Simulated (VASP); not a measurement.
# HfC: single point with LDA

The system is HfC.

```
CELL_PARAMETERS angstrom
3.34287 0.00000 0.00000
-1.67143 2.89501 0.00000
0.00000 0.00000 5.20271
ATOMIC_POSITIONS crystal
Hf 0.66667 0.33333 0.75000
Hf 0.33333 0.66667 0.25000
C 0.00000 0.00000 0.00000
C 0.00000 0.00000 0.50000
```

```json
{
  "Program": "VASP 6.6.1",
  "Task": "single point",
  "Functional": "LDA",
  "Potentials or basis": "VASP PAW LDA potentials, release 64 (Hf_pv, C)",
  "Cutoff": "520 eV",
  "k mesh": "9 × 9 × 5",
  "Occupations": "fermi-dirac, width 0.1 eV",
  "Spin": "no spin polarisation",
  "Dipole correction": "no",
  "Further INCAR settings": "ALGO = Normal; EDIFF = 1e-07; NBANDS = 22"
}
```

```json
{
  "Pressure": "-12.4 GPa",
  "Band gap on the k mesh": "zero (band 14 reaches 7.27 eV, above the bottom of band 15 at 6.21 eV)"
}
```

Stress tensor (GPa, compression positive):
```
-13.37   0.00   0.00
  0.00 -13.37   0.00
  0.00   0.00 -10.33
```

Levels at points of the mesh, in eV from the Fermi level:
```
           k point  band 10  band 11  band 12  band 13  band 14  band 15  band 16  band 17  band 18  band 19
(0.00, 0.00, 0.00)    -3.06    -3.06    -1.16    -1.16     1.01     1.42     1.42     1.89     1.89     2.33
```

It took 76 s on 1 thread of Intel Xeon 8259CL, on a shared host, peak memory 0.17 GiB.

Caveat: spin-orbit coupling is left out, which moves the levels of the heavy elements.
